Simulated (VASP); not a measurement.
# AlNi (Pm-3m) in VASP: further runs

Aim: see how the results for AlNi move with the level of theory and the settings. Levels: PBE, BLYP. Tasks: single point.

Everything below comes from runs of VASP 6.6.1. Logs are shortened: lines on timing, memory, paths and dates and some standing lists are left out, and cuts for length are marked.

**1. The cell of the first run**

It takes space group Pm-3m (No. 221, cubic). The conventional cell has a = 2.892 Å, b = 2.892 Å, c = 2.892 Å, α = 90.00°, β = 90.00°, γ = 90.00°. Within 3.3 Å of Ni (site symmetry m-3m) lie 8 Al at 2.50 Å and 6 Ni at 2.89 Å. Al (site symmetry m-3m) has 8 Ni at 2.50 Å and 6 Al at 2.89 Å within 3.3 Å.

**2. Single point, PBE, collinear spin, ferromagnetic start**

Contents of INCAR:

```
SYSTEM = AlNi
PREC = Accurate
ENCUT = 600
EDIFF = 1E-6
ISMEAR = -1
SIGMA = 0.05
LREAL = .False.
LASPH = .True.
NELM = 200
ALGO = Normal
ISIF = 2
LWAVE = .False.
LCHARG = .False.
ISPIN = 2
MAGMOM = 1 0
LORBIT = 11
LMAXMIX = 4
GGA = PE
NBANDS = 18
GGA_COMPAT = .False.
```

Contents of KPOINTS:

```
Automatic mesh
0
Gamma
  9 9 9
  0 0 0
```

Contents of POSCAR:

```
AlNi
1.0
    2.8923541709      0.0000000000      0.0000000000
    0.0000000000      2.8923541709      0.0000000000
    0.0000000000      0.0000000000      2.8923541709
Ni Al
1 1
Direct
    0.5000000000      0.5000000000      0.5000000000
    0.0000000000      0.0000000000      0.0000000000
```

Potentials or basis: VASP PAW PBE potentials, release 64 (Ni, Al).

Started as:

```sh
$ cat potpaw_PBE.64/Ni/POTCAR potpaw_PBE.64/Al/POTCAR > POTCAR
$ mpirun -np 1 vasp_std > vasp.out
```

OUTCAR:

```text
SYSTEM = AlNi
   PREC = Accurate
   ENCUT = 600
   EDIFF = 1E-6
   ISMEAR = -1
   LREAL = .False.
   LASPH = .True.
   NELM = 200
   ISIF = 2
   ISPIN = 2
   LORBIT = 11
   GGA = PE

 ion  position               nearest neighbor table
   1  0.500  0.500  0.500-   2 2.50   2 2.50   2 2.50   2 2.50   2 2.50   2 2.50   2 2.50   2 2.50

   2  0.000  0.000  0.000-   1 2.50   1 2.50   1 2.50   1 2.50   1 2.50   1 2.50   1 2.50   1 2.50

  LATTYP: Found a simple cubic cell.
 ALAT       =     2.8923541709

  Lattice vectors:

 A1 = (   2.8923541709,   0.0000000000,   0.0000000000)
 A2 = (   0.0000000000,   2.8923541709,   0.0000000000)
 A3 = (   0.0000000000,   0.0000000000,   2.8923541709)

Analysis of symmetry for initial positions (statically):
=====================================================================
 Subroutine PRICEL returns:
 Original cell was already a primitive cell.

 Routine SETGRP: Setting up the symmetry group for a
 simple cubic supercell.

 Subroutine GETGRP returns: Found 48 space group operations
 (whereof 48 operations were pure point group operations)
 out of a pool of 48 trial point group operations.

The static configuration has the point symmetry O_h .

Analysis of symmetry for dynamics (positions and initial velocities):
=====================================================================
 Subroutine PRICEL returns:
 Original cell was already a primitive cell.

 Routine SETGRP: Setting up the symmetry group for a
 simple cubic supercell.

 Subroutine GETGRP returns: Found 48 space group operations
 (whereof 48 operations were pure point group operations)
 out of a pool of 48 trial point group operations.

The dynamic configuration has the point symmetry O_h .

Analysis of structural, dynamic, and magnetic symmetry:
=====================================================================
 Subroutine PRICEL returns:
 Original cell was already a primitive cell.

 Routine SETGRP: Setting up the symmetry group for a
 simple cubic supercell.

 Subroutine GETGRP returns: Found 48 space group operations
 (whereof 48 operations were pure point group operations)
 out of a pool of 48 trial point group operations.

The overall configuration has the point symmetry O_h .

 Subroutine INISYM returns: Found 48 space group operations
 (whereof 48 operations are pure point group operations),
 and found     1 'primitive' translations

----------------------------------------------------------------------------------------

                                     Primitive cell

  volume of cell :      24.1966

  direct lattice vectors                    reciprocal lattice vectors
     2.892354171  0.000000000  0.000000000     0.345739125  0.000000000  0.000000000
     0.000000000  2.892354171  0.000000000     0.000000000  0.345739125  0.000000000
     0.000000000  0.000000000  2.892354171     0.000000000  0.000000000  0.345739125

  length of vectors
     2.892354171  2.892354171  2.892354171     0.345739125  0.345739125  0.345739125

  position of ions in fractional coordinates (direct lattice)
     0.500000000  0.500000000  0.500000000
     0.000000000  0.000000000  0.000000000

  ion indices of the primitive-cell ions
   primitive index   ion index
                 1           1
                 2           2

----------------------------------------------------------------------------------------

 KPOINTS: Automatic mesh

Automatic generation of k-mesh.
 Grid dimensions read from file:
 generate k-points for:    9    9    9

 Generating k-lattice:

  Cartesian coordinates                     Fractional coordinates (reciprocal lattice)
     0.038415458  0.000000000  0.000000000     0.111111111  0.000000000  0.000000000
     0.000000000  0.038415458  0.000000000     0.000000000  0.111111111  0.000000000
     0.000000000  0.000000000  0.038415458     0.000000000  0.000000000  0.111111111

  Length of vectors
     0.038415458  0.038415458  0.038415458

  Shift w.r.t. Gamma in fractional coordinates (k-lattice)
     0.000000000  0.000000000  0.000000000

 Subroutine IBZKPT returns following result:
 ===========================================

 Found     35 irreducible k-points:

 Following reciprocal coordinates:
            Coordinates               Weight
  0.000000  0.000000  0.000000      1.000000
  0.111111  0.000000  0.000000      6.000000
  0.222222  0.000000  0.000000      6.000000
  0.333333  0.000000  0.000000      6.000000
  0.444444  0.000000  0.000000      6.000000
  0.111111  0.111111  0.000000     12.000000
[... 16 lines left out ...]
  0.333333  0.333333  0.111111     24.000000
  0.444444  0.333333  0.111111     48.000000
 [... further k-points ...]
   k-points           NKPTS =     35   k-points in BZ     NKDIM =     35   number of bands    NBANDS=     18
   number of dos      NEDOS =    301   number of ions     NIONS =      2
   total plane-waves  NPLWV =  13824
   dimension x,y,z NGX =    24 NGY =   24 NGZ =   24
   dimension x,y,z NGXF=    48 NGYF=   48 NGZF=   48
   ions per type =               1   1
   NGX,Y,Z   is equivalent  to a cutoff of  13.79, 13.79, 13.79 a.u.
   NGXF,Y,Z  is equivalent  to a cutoff of  27.59, 27.59, 27.59 a.u.
 SYSTEM =  AlNi
   PREC   = accura    normal or accurate (medium, high low for compatibility)
   ISTART =      0    job   : 0-new  1-cont  2-samecut
   ICHARG =      2    charge: 1-file 2-atom 10-const
   ISPIN  =      2    spin polarized calculation?
   LNONCOLLINEAR =      F non collinear calculations
   LSORBIT =      F    spin-orbit coupling
   LASPH  =      T    aspherical Exc in radial PAW
   ENCUT  =  600.0 eV  44.10 Ry    6.64 a.u.   5.78  5.78  5.78*2*pi/ulx,y,z
   NELM   =    200;   NELMIN=  2; NELMDL= -5     # of ELM steps
   EDIFF  = 0.1E-05   stopping-criterion for ELM
   LREAL  =      F    real-space projection
   EDIFFG = 0.1E-04   stopping-criterion for IOM
   NSW    =      0    number of steps for IOM
   IBRION =     -1    ionic relax: 0-MD 1-quasi-New 2-CG
   NFREE  =      0    steps in history (QN), initial steepest desc. (CG)
   ISIF   =      2    stress and relaxation
   ISYM   =      2    0-nonsym 1-usesym 2-fastsym
   POTIM  = 0.5000    time-step for ionic-motion
   TEBEG  =    0.0;   TEEND  =   0.0 temperature during run
   PSTRESS=    0.0 pullay stress
   NELECT =      13.0000    total number of electrons
   NUPDOWN=      -1.0000    fix difference up-down
   EMIN   =  10.00;   EMAX   =-10.00  energy-range for DOS
   EFERMI =   0.00;   METHOD = LEGACY
   ISMEAR =    -1;   SIGMA  =   0.05  broadening in eV -4-tet -1-fermi 0-gaus
   EFERMI_NEDOS =   21; number of points for ismear=-14 and -15
   IALGO  =     38    algorithm
   IMIX   =      4    mixing-type and parameters
     AMIX     =   0.40;   BMIX     =  1.00
     AMIX_MAG =   1.60;   BMIX_MAG =  1.00
  volume/ion in A,a.u.               =      12.10        81.64
  Fermi-wavevector in a.u.,A,eV,Ry     =   1.330877  2.514992 24.099084  1.771233
  Thomas-Fermi vector in A             =   2.459930
   LORBIT       =     11    0 simple, 1 ext, 2 COOP (PROOUT), +10 PAW based schemes
   GGA     = PE    functional components
   LHFCALC =     F    Hartree Fock is set to
   AEXX    =    0.0000 exact exchange contribution
   IVDW    =     0    specifies the selected vdW correction
   LEPSILON=     F    determine dielectric tensor
   LRPA    =     F    only Hartree local field effects (RPA)
 spin polarized calculation
  energy-cutoff  :      600.00
  volume of cell :       24.20
 maximum number of plane-waves:       818
 NGX is ok and might be reduce to    24
   NGX = 11   NGY = 11   NGZ = 11

 number of electron      13.0000013 magnetization      -0.0000998

 number of electron      13.0000013 magnetization       0.0003582

 Free energy of the ion-electron system (eV)
  ---------------------------------------------------
  ext. energy  EPLUGINS =         0.00000000
  ---------------------------------------------------
  free energy    TOTEN  =       -10.53737201 eV

  energy without entropy =      -10.53059066  energy(sigma->0) =      -10.53398134

 E-fermi :   9.8645     XC(G=0): -11.9925

 val. band max:        9.8064215075   @ k =   0.3333   0.3333   0.0000
 cond. band min:       9.9097509128   @ k =   0.3333   0.1111   0.1111
 fundamental gap:      0.1033294053
 Fermi energy:         9.8645315954

 spin component 1

 k-point     1 :       0.0000    0.0000    0.0000
  band No.  band energies     occupation
      1      -1.1812      1.00000
      2       6.6887      1.00000
      3       6.6887      1.00000
      4       8.3392      1.00000
      5       8.3392      1.00000
      6       8.3392      1.00000
[... 10 lines left out ...]
     17      33.0928      0.00000
     18      33.0928      0.00000
[... 463 lines left out ...]
 k-point    24 :       0.4444    0.3333    0.1111
  band No.  band energies     occupation
      1       3.8869      1.00000
      2       5.4842      1.00000
      3       6.9020      1.00000
      4       7.4211      1.00000
      5       7.9728      1.00000
      6       8.1174      1.00000
[... 10 lines left out ...]
     17      32.2973      0.00000
     18      36.1025      0.00000

 [... further k-points ...]

 spin component 2

 k-point     1 :       0.0000    0.0000    0.0000
  band No.  band energies     occupation
      1      -1.1812      1.00000
      2       6.6889      1.00000
      3       6.6889      1.00000
      4       8.3393      1.00000
      5       8.3393      1.00000
      6       8.3393      1.00000
[... 10 lines left out ...]
     17      33.0927      0.00000
     18      33.0927      0.00000
[... 463 lines left out ...]
 k-point    24 :       0.4444    0.3333    0.1111
  band No.  band energies     occupation
      1       3.8869      1.00000
      2       5.4842      1.00000
      3       6.9021      1.00000
      4       7.4213      1.00000
      5       7.9729      1.00000
      6       8.1174      1.00000
[... 10 lines left out ...]
     17      32.2973      0.00000
     18      36.1007      0.00000

 [... further k-points ...]

------------------------ aborting loop because EDIFF is reached ----------------------------------------

  FORCE on cell =-STRESS in cart. coord.  units (eV):
  Direction    XX          YY          ZZ          XY          YZ          ZX
  --------------------------------------------------------------------------------------
  -------------------------------------------------------------------------------------
  Total       -0.0046685     -0.0046685     -0.0046685      0.0000000      0.0000000     -0.0000000
  in kB       -0.3091249     -0.3091249     -0.3091249      0.0000000      0.0000000     -0.0000000
  external PRESSURE =      -0.3091249 kB  Pullay stress =       0.0000000 kB

 VOLUME and BASIS-vectors are now :
 -----------------------------------------------------------------------------
  energy-cutoff  :      600.00
  volume of cell :       24.20
      direct lattice vectors                 reciprocal lattice vectors
     2.892354171  0.000000000  0.000000000     0.345739125  0.000000000  0.000000000
     0.000000000  2.892354171  0.000000000     0.000000000  0.345739125  0.000000000
     0.000000000  0.000000000  2.892354171     0.000000000  0.000000000  0.345739125

 POSITION                                       TOTAL-FORCE (eV/Angst)
 -----------------------------------------------------------------------------------
      1.44618      1.44618      1.44618         0.000000      0.000000      0.000000
      0.00000      0.00000      0.00000         0.000000      0.000000      0.000000
 -----------------------------------------------------------------------------------
    total drift:                                0.000000      0.000000     -0.000000

  FREE ENERGIE OF THE ION-ELECTRON SYSTEM (eV)
  ---------------------------------------------------
  free  energy   TOTEN  =       -10.5373720133 eV

  energy  without entropy=      -10.5305906584  energy(sigma->0) =      -10.53398134

 total charge

# of ion       s       p       d       tot
------------------------------------------
    1        0.471   0.508   8.465   9.444
    2        0.383   0.408   0.000   0.791
--------------------------------------------------
tot          0.853   0.916   8.465  10.234

 magnetization (x)

# of ion       s       p       d       tot
------------------------------------------
    1        0.000  -0.000   0.000   0.000
    2        0.000   0.000   0.000   0.000
--------------------------------------------------
tot          0.000   0.000   0.000   0.000
```

It took 45 s on 1 thread of Intel Xeon 8259CL, shared host; peak memory 0.16 GiB.

What came out:

```yaml
Free_energy: -10.5374 eV
Pressure: 0.0 GPa
Net_moment: 0.00 μB per cell
Valence_electrons_inside_the_program's_atomic_spheres: Ni 9.44; Al 0.79
```

Levels at points of the mesh, in eV from the Fermi level:
Spin up:
```csv
k point,band 2,band 3,band 4,band 5,band 6,band 7,band 8,band 9,band 10,band 11
"(0.00, 0.00, 0.00)",-3.18,-3.18,-1.53,-1.53,-1.53,5.46,5.46,5.46,8.09,8.09
```
Spin down:
| k point | band 3 | band 4 | band 5 | band 6 | band 7 | band 8 | band 9 | band 10 |
| --- | --- | --- | --- | --- | --- | --- | --- | --- |
| (0.00, 0.00, 0.00) | -3.18 | -1.53 | -1.53 | -1.53 | 5.46 | 5.46 | 5.46 | 8.09 |

(Part 1 of 2 ends here.)
